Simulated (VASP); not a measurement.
Runs of VASP 6.6.1 on Cs. The structure is that of space group Im-3m (No. 229), or close to it. The cells are those of the table. 

| task | cell | cutoff (eV) | gap on the mesh (eV) | pressure (GPa) |
| --- | --- | --- | --- | --- |
| relaxation of cell and atoms | relaxed from a = 5.254 Å, angles 109.5°, 1 atom | 600 | none | 0.0 |
| single point | a = 5.334 Å, angles 109.5°, 1 atom | 520 | none | 0.0 |
| single point | a = 5.169 Å, angles 109.5°, 1 atom | 520 | none | 0.2 |
| single point | a = 5.438 Å, angles 109.5°, 1 atom | 520 | none | -0.1 |
| single point | a = 5.225 Å, angles 109.5°, 1 atom | 520 | none | 0.1 |
| single point | a = 5.280 Å, angles 109.5°, 1 atom | 520 | none | 0.1 |
| single point | a = 5.387 Å, angles 109.5°, 1 atom | 520 | none | -0.1 |
| single point | a = 5.111 Å, angles 109.5°, 1 atom | 520 | none | (a) |
| single point | a = 5.506 Å, angles 109.5°, 1 atom | 520 | none | -0.2 |

Alike in all rows: level PBE; potentials or basis VASP PAW PBE potentials, release 64 (Cs_sv); no spin polarisation; k mesh 10 × 10 × 10; smearing gaussian 0.1 eV.

Task: Estimate the missing entries.

Result: (a) 0.3.

Caveats: spin-orbit coupling is left out, which moves the levels of the heavy elements.

A k mesh can miss the band edges, and the runs leave out spin-orbit coupling on Cs.

A gap of «none» marks levels without a gap at the run's occupations.
